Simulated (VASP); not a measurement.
Here is a VASP 6.6.1 calculation.

INCAR

```
SYSTEM = Ti
  PREC = Accurate
  ENCUT = 520
  EDIFF = 1E-7
  ISMEAR = -1
  SIGMA = 0.05
  LREAL = .False.
  LASPH = .True.
  NELM = 80
  ALGO = Normal
  ISIF = 2
  LWAVE = .False.
  LCHARG = .True.
  GGA = PE
  LELF = .True.
  LVHAR = .True.
  NBANDS = 19
```

The input KPOINTS:

```
regular mesh
0
Gamma
  13 13 7
  0 0 0
```

File POSCAR:

```
Ti
1.0
    1.4699736186     -2.5460689932      0.0000000000
    1.4699736186      2.5460689933      0.0000000000
    0.0000000000      0.0000000000      4.6478695191
Ti
2
Direct
    0.6666666670      0.3333333330      0.2500000000
    0.3333333330      0.6666666670      0.7500000000
```

Potentials or basis: VASP PAW PBE potentials, release 64 (Ti_sv).

Command:

```sh
$ cat potpaw_PBE.64/Ti_sv/POTCAR > POTCAR
$ mpirun -np 1 vasp_std > vasp.out
```

**Question.** What does it give for the pressure?

**Answer.** -0.3 GPa.

**Question.** What does it give for the band gap on the k mesh?

**Answer.** Zero (band 12 reaches 9.09 eV, above the bottom of band 13 at 7.99 eV).

Stress tensor (GPa, compression positive):
```
-0.33  0.00  0.00
 0.00 -0.33  0.00
 0.00  0.00 -0.15
```
